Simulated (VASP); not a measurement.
# Hg (Fm-3m) in VASP: notebook

Aim: see how the results for Hg move with the level of theory and the settings. Levels: PBE, LDA. Tasks: single point.

All numbers are computed with VASP 6.6.1; they aren't measurements. Logs are shortened: lines on timing, memory, paths and dates and some standing lists are left out, and cuts for length are marked.

## 1. The cell of the first run

Symmetry: Fm-3m, No. 225, cubic system. Conventional cell: a = 4.784 Å, b = 4.784 Å, c = 4.784 Å, α = 90.00°, β = 90.00°, γ = 90.00°. Within 4.4 Å of Hg (site symmetry m-3m) lie 12 Hg at 3.38 Å.

## 2. Single point, PBE

Input file INCAR:

```
SYSTEM = Hg
PREC = Accurate
ENCUT = 520
EDIFF = 1E-6
ISMEAR = 0
SIGMA = 0.1
LREAL = .False.
LASPH = .True.
NELM = 60
ALGO = Normal
ISIF = 2
LWAVE = .False.
LCHARG = .True.
GGA = PE
LELF = .True.
LVHAR = .True.
ISYM = 0
NBANDS = 12
```

Input file KPOINTS:

```
regular mesh
0
Gamma
  3 1 4
  0 0 0
```

Input file POSCAR:

```
Hg
1.0
    0.0000000000      2.3919113801      2.3919113801
    2.3919113801      0.0000000000      2.3919113801
    2.3919113801      2.3919113801      0.0000000000
Hg
1
Direct
    0.0000000000      0.0000000000      0.0000000000
```

Potentials or basis: VASP PAW PBE potentials, release 64 (Hg).

Started as:

```bash
$ cat potpaw_PBE.64/Hg/POTCAR > POTCAR
$ mpirun -np 1 vasp_std > vasp.out
```

OUTCAR:

```text
SYSTEM = Hg
   PREC = Accurate
   ENCUT = 520
   EDIFF = 1E-6
   ISMEAR = 0
   LREAL = .False.
   LASPH = .True.
   NELM = 60
   ISIF = 2
   GGA = PE
   ISYM = 0

 ion  position               nearest neighbor table
   1  0.000  0.000  0.000-

IMPORTANT INFORMATION: All symmetrisations will be switched off!
NOSYMM: (Re-)initialisation of all symmetry stuff for point group C_1.

----------------------------------------------------------------------------------------

                                     Primitive cell

  volume of cell :      27.3694

  direct lattice vectors                    reciprocal lattice vectors
     0.000000000  2.391911380  2.391911380    -0.209037845  0.209037845  0.209037845
     2.391911380  0.000000000  2.391911380     0.209037845 -0.209037845  0.209037845
     2.391911380  2.391911380  0.000000000     0.209037845  0.209037845 -0.209037845

  length of vectors
     3.382673514  3.382673514  3.382673514     0.362064168  0.362064168  0.362064168

  position of ions in fractional coordinates (direct lattice)
     0.000000000  0.000000000  0.000000000

  ion indices of the primitive-cell ions
   primitive index   ion index
                 1           1

----------------------------------------------------------------------------------------

 KPOINTS: regular mesh

Automatic generation of k-mesh.
 Grid dimensions read from file:
 generate k-points for:    3    1    4

 Generating k-lattice:

  Cartesian coordinates                     Fractional coordinates (reciprocal lattice)
    -0.069679282  0.069679282  0.069679282     0.333333333  0.000000000  0.000000000
     0.209037845 -0.209037845  0.209037845     0.000000000  1.000000000  0.000000000
     0.052259461  0.052259461 -0.052259461     0.000000000  0.000000000  0.250000000

  Length of vectors
     0.120688056  0.362064168  0.090516042

  Shift w.r.t. Gamma in fractional coordinates (k-lattice)
     0.000000000  0.000000000  0.000000000

 -----------------------------------------------------------------------------
|                                                                             |
|           W    W    AA    RRRRR   N    N  II  N    N   GGGG   !!!           |
|           W    W   A  A   R    R  NN   N  II  NN   N  G    G  !!!           |
|           W    W  A    A  R    R  N N  N  II  N N  N  G       !!!           |
|           W WW W  AAAAAA  RRRRR   N  N N  II  N  N N  G  GGG   !            |
|           WW  WW  A    A  R   R   N   NN  II  N   NN  G    G                |
|           W    W  A    A  R    R  N    N  II  N    N   GGGG   !!!           |
|                                                                             |
|     Your reciprocal lattice and k-lattice belong to different lattice       |
|     classes:                                                                |
|                                                                             |
|        The reciprocal lattice is body-centered cubic,                       |
|        whereas your k-lattice is base-centered monoclinic.                  |
|                                                                             |
|     Results are often still useful ...                                      |
|                                                                             |
 -----------------------------------------------------------------------------

 WARNING: IBZKPT: internal override: KBLOWUP is changed to .FALSE.
      ... skipping the blow-up phase ...

 Subroutine IBZKPT returns following result:
 ===========================================

 Found      7 irreducible k-points:

 Following reciprocal coordinates:
            Coordinates               Weight
  0.000000  0.000000  0.000000      1.000000
  0.333333  0.000000  0.000000      2.000000
  0.000000  0.000000  0.250000      2.000000
  0.333333  0.000000  0.250000      2.000000
 -0.333333  0.000000  0.250000      2.000000
  0.000000  0.000000  0.500000      1.000000
  0.333333  0.000000  0.500000      2.000000
   k-points           NKPTS =      7   k-points in BZ     NKDIM =      7   number of bands    NBANDS=     12
   number of dos      NEDOS =    301   number of ions     NIONS =      1
   total plane-waves  NPLWV =  21952
   dimension x,y,z NGX =    28 NGY =   28 NGZ =   28
   dimension x,y,z NGXF=    56 NGYF=   56 NGZF=   56
   ions per type =               1
   NGX,Y,Z   is equivalent  to a cutoff of  13.76, 13.76, 13.76 a.u.
   NGXF,Y,Z  is equivalent  to a cutoff of  27.52, 27.52, 27.52 a.u.
 SYSTEM =  Hg
   PREC   = accura    normal or accurate (medium, high low for compatibility)
   ISTART =      0    job   : 0-new  1-cont  2-samecut
   ICHARG =      2    charge: 1-file 2-atom 10-const
   ISPIN  =      1    spin polarized calculation?
   LNONCOLLINEAR =      F non collinear calculations
   LSORBIT =      F    spin-orbit coupling
   LASPH  =      T    aspherical Exc in radial PAW
   ENCUT  =  520.0 eV  38.22 Ry    6.18 a.u.   6.29  6.29  6.29*2*pi/ulx,y,z
   NELM   =     60;   NELMIN=  2; NELMDL= -5     # of ELM steps
   EDIFF  = 0.1E-05   stopping-criterion for ELM
   LREAL  =      F    real-space projection
   EDIFFG = 0.1E-04   stopping-criterion for IOM
   NSW    =      0    number of steps for IOM
   IBRION =     -1    ionic relax: 0-MD 1-quasi-New 2-CG
   NFREE  =      0    steps in history (QN), initial steepest desc. (CG)
   ISIF   =      2    stress and relaxation
   ISYM   =      0    0-nonsym 1-usesym 2-fastsym
   POTIM  = 0.5000    time-step for ionic-motion
   TEBEG  =    0.0;   TEEND  =   0.0 temperature during run
   PSTRESS=    0.0 pullay stress
   NELECT =      12.0000    total number of electrons
   NUPDOWN=      -1.0000    fix difference up-down
   EMIN   =  10.00;   EMAX   =-10.00  energy-range for DOS
   EFERMI =   0.00;   METHOD = LEGACY
   ISMEAR =     0;   SIGMA  =   0.10  broadening in eV -4-tet -1-fermi 0-gaus
   EFERMI_NEDOS =   21; number of points for ismear=-14 and -15
   IALGO  =     38    algorithm
   IMIX   =      4    mixing-type and parameters
     AMIX     =   0.40;   BMIX     =  1.00
     AMIX_MAG =   1.60;   BMIX_MAG =  1.00
  volume/ion in A,a.u.               =      27.37       184.70
  Fermi-wavevector in a.u.,A,eV,Ry     =   1.243694  2.350241 21.045144  1.546774
  Thomas-Fermi vector in A             =   2.377993
   LORBIT       =      0    0 simple, 1 ext, 2 COOP (PROOUT), +10 PAW based schemes
   GGA     = PE    functional components
   LHFCALC =     F    Hartree Fock is set to
   AEXX    =    0.0000 exact exchange contribution
   IVDW    =     0    specifies the selected vdW correction
   LEPSILON=     F    determine dielectric tensor
   LRPA    =     F    only Hartree local field effects (RPA)
 non-spin polarized calculation
 Gauss-broadening in eV      SIGMA  =   0.10
  energy-cutoff  :      520.00
  volume of cell :       27.37
 maximum number of plane-waves:       754
 NGX is ok and might be reduce to    28
   NGX = 13   NGY = 13   NGZ = 13

 number of electron      11.9999999 magnetization

 Free energy of the ion-electron system (eV)
  ---------------------------------------------------
  ext. energy  EPLUGINS =         0.00000000
  ---------------------------------------------------
  free energy    TOTEN  =        -2.31757368 eV

  energy without entropy =       -2.31757368  energy(sigma->0) =       -2.31757368

 E-fermi :   0.2484     XC(G=0): -10.0636

 val. band max:       -0.1711215197   @ k =   0.3333   0.0000   0.5000
 cond. band min:       0.6597266826   @ k =   0.0000   0.0000   0.5000
 fundamental gap:      0.8308482023
 Fermi energy:         0.2483651874

 k-point     1 :       0.0000    0.0000    0.0000
  band No.  band energies     occupation
      1      -6.2640      2.00000
      2      -4.9614      2.00000
      3      -4.9532      2.00000
      4      -4.9267      2.00000
      5      -4.4892      2.00000
      6      -4.4660      2.00000
      7      14.8987      0.00000
      8      15.0522      0.00000
      9      15.0901      0.00000
     10      15.1141      0.00000
     11      18.9834      0.00000
     12      19.8638      0.00000

 k-point     2 :       0.3333    0.0000    0.0000
  band No.  band energies     occupation
      1      -5.5355      2.00000
      2      -4.8821      2.00000
      3      -4.8694      2.00000
      4      -4.2737      2.00000
      5      -4.2364      2.00000
      6      -3.2436      2.00000
      7       4.8744      0.00000
      8      13.4594      0.00000
      9      13.5213      0.00000
     10      14.6071      0.00000
     11      17.7837      0.00000
     12      18.5117      0.00000

 k-point     3 :       0.0000    0.0000    0.2500
  band No.  band energies     occupation
      1      -5.4855      2.00000
      2      -4.8490      2.00000
      3      -4.8261      2.00000
      4      -4.4182      2.00000
      5      -4.3902      2.00000
      6      -4.3841      2.00000
      7       7.5654      0.00000
      8      14.0310      0.00000
      9      14.0783      0.00000
     10      14.8938      0.00000
     11      18.0034      0.00000
     12      19.0913      0.00000

 k-point     4 :       0.3333    0.0000    0.2500
  band No.  band energies     occupation
      1      -5.3412      2.00000
      2      -5.2273      2.00000
      3      -4.5022      2.00000
      4      -4.4362      2.00000
      5      -4.1837      2.00000
      6      -3.1599      2.00000
      7       7.9660      0.00000
      8      10.0300      0.00000
      9      10.2142      0.00000
     10      13.2376      0.00000
     11      14.6566      0.00000
     12      22.9928      0.00000

 k-point     5 :      -0.3333    0.0000    0.2500
  band No.  band energies     occupation
      1      -5.2260      2.00000
      2      -4.9420      2.00000
      3      -4.6537      2.00000
      4      -4.5801      2.00000
      5      -4.2590      2.00000
      6      -0.6354      2.00000
      7       3.8221      0.00000
      8       6.4404      0.00000
      9      11.6073      0.00000
     10      13.7297      0.00000
     11      20.2042      0.00000
     12      21.0747      0.00000

 k-point     6 :       0.0000    0.0000    0.5000
  band No.  band energies     occupation
      1      -5.6175      2.00000
      2      -4.9447      2.00000
      3      -4.9254      2.00000
      4      -4.1022      2.00000
      5      -4.0668      2.00000
      6      -0.2606      2.00000
      7       0.6597      0.00000
      8      12.9043      0.00000
      9      12.9548      0.00000
     10      14.1875      0.00000
     11      17.7357      0.00000
     12      18.1219      0.00000

 k-point     7 :       0.3333    0.0000    0.5000
  band No.  band energies     occupation
      1      -5.4595      2.00000
      2      -5.3241      2.00000
      3      -4.3283      2.00000
      4      -4.2917      2.00000
      5      -4.0191      2.00000
      6      -0.1711      2.00000
      7       4.1407      0.00000
      8       6.6607      0.00000
      9       9.1254      0.00000
     10      12.9204      0.00000
     11      16.0992      0.00000
     12      23.5475      0.00000

------------------------ aborting loop because EDIFF is reached ----------------------------------------

  FORCE on cell =-STRESS in cart. coord.  units (eV):
  Direction    XX          YY          ZZ          XY          YZ          ZX
  --------------------------------------------------------------------------------------
  -------------------------------------------------------------------------------------
  Total       -3.2998768      0.3047273     -3.2998796      0.9291323     -0.9291831     -4.4702933
  in kB     -193.1714998     17.8384310   -193.1716638     54.3904792    -54.3934515   -261.6865165
  external PRESSURE =    -122.8349109 kB  Pullay stress =       0.0000000 kB

 VOLUME and BASIS-vectors are now :
 -----------------------------------------------------------------------------
  energy-cutoff  :      520.00
  volume of cell :       27.37
      direct lattice vectors                 reciprocal lattice vectors
     0.000000000  2.391911380  2.391911380    -0.209037845  0.209037845  0.209037845
     2.391911380  0.000000000  2.391911380     0.209037845 -0.209037845  0.209037845
     2.391911380  2.391911380  0.000000000     0.209037845  0.209037845 -0.209037845

 POSITION                                       TOTAL-FORCE (eV/Angst)
 -----------------------------------------------------------------------------------
      0.00000      0.00000      0.00000        -0.000001      0.000000     -0.000000
 -----------------------------------------------------------------------------------
    total drift:                               -0.000001      0.000000     -0.000000

  FREE ENERGIE OF THE ION-ELECTRON SYSTEM (eV)
  ---------------------------------------------------
  free  energy   TOTEN  =        -2.3175736778 eV

  energy  without entropy=       -2.3175736773  energy(sigma->0) =       -2.31757368
```

It took 3.8 s on 1 thread of Intel Xeon Platinum 8488C (Sapphire Rapids), shared host; peak memory 0.15 GiB.

The run converged, but its numbers aren't listed here, since they failed a check.

Caveat: the k points lie up to 2.27 Å⁻¹ apart; the mesh shows a gap though the element is a metal; spin-orbit coupling is left out, which moves the levels of the heavy elements.

## 3. Single point, PBE

Input file INCAR:

```
  PREC = Accurate
  ENCUT = 520
  EDIFF = 1E-7
  ISMEAR = 0
  SIGMA = 0.1
  LREAL = False
  LASPH = True
  NELM = 60
  ALGO = Normal
  ISIF = 2
  LWAVE = False
  LCHARG = False
  GGA = PE
  NBANDS = 12
```

Input file KPOINTS:

```
Automatic mesh
0
Gamma
  4 4 4
```

POSCAR is that of step 2.

Potentials or basis: VASP PAW PBE potentials, release 64 (Hg).

Started as:

```bash
$ cat potpaw_PBE.64/Hg/POTCAR > POTCAR
$ mpirun -np 1 vasp_std > vasp.out
```

Run time: 3.6 s. Hardware: 1 thread of Intel Xeon Platinum 8488C (Sapphire Rapids), shared host; peak memory 0.15 GiB.

Results (log left out):

| Item | Value |
| --- | --- |
| Free energy | -0.1886 eV |
| Pressure | -0.7 GPa |
| Band gap on the k mesh | zero (band 6 reaches 1.54 eV, above the bottom of band 7 at 0.65 eV) |

Levels at points of the mesh, in eV from the Fermi level:
```csv
k point,band 3,band 4,band 5,band 6,band 7,band 8,band 9,band 10
"(0.00, 0.00, 0.00)",-6.46,-6.46,-6.00,-6.00,13.38,13.56,13.56,13.56
"(0.50, 0.00, 0.00)",-6.46,-5.60,-5.60,-1.75,-0.86,11.41,11.41,12.65
"(0.50, 0.50, 0.00)",-5.63,-5.50,-5.50,0.03,0.37,6.71,6.71,10.52
```

Caveat: the k points lie up to 0.57 Å⁻¹ apart; spin-orbit coupling is left out, which moves the levels of the heavy elements.

## 4. Single point, LDA

Input file INCAR:

```
ALGO = Normal
EDIFF = 1E-6
ENCUT = 520
GGA = CA
ISIF = 2
ISMEAR = -1
LASPH = T
LCHARG = F
LREAL = F
LWAVE = F
NBANDS = 12
NELM = 80
PREC = Accurate
SIGMA = 0.094
```

Input file KPOINTS:

```
k-points
0
Gamma
  4 4 4
```

POSCAR is that of step 3.

Potentials or basis: VASP PAW LDA potentials, release 64 (Hg).

Started as:

```bash
$ cat potpaw_LDA.64/Hg/POTCAR > POTCAR
$ mpirun -np 1 vasp_std > vasp.out
```

It took 3.2 s on 1 thread of Intel Xeon Platinum 8488C (Sapphire Rapids), shared host; peak memory 0.13 GiB.

The run converged. Its results:

- Free energy: -0.8847 eV
- Pressure: -6.3 GPa
- Band gap on the k mesh: zero (band 6 reaches 1.26 eV, above the bottom of band 7 at 0.32 eV)

Levels at points of the mesh, in eV from the Fermi level:
```csv
k point,band 2,band 3,band 4,band 5,band 6,band 7,band 8,band 9,band 10,band 11
"(0.00, 0.00, 0.00)",-6.41,-6.41,-6.41,-5.94,-5.94,13.36,13.51,13.51,13.51,17.48
"(0.50, 0.00, 0.00)",-6.41,-6.41,-5.54,-5.54,-1.75,-0.90,11.34,11.34,12.64,16.26
"(0.50, 0.50, 0.00)",-7.05,-5.56,-5.43,-5.43,0.03,0.32,6.65,6.65,10.55,12.13
```

Caveat: the k points lie up to 0.57 Å⁻¹ apart; spin-orbit coupling is left out, which moves the levels of the heavy elements.

(Part 1 of 2 ends here.)
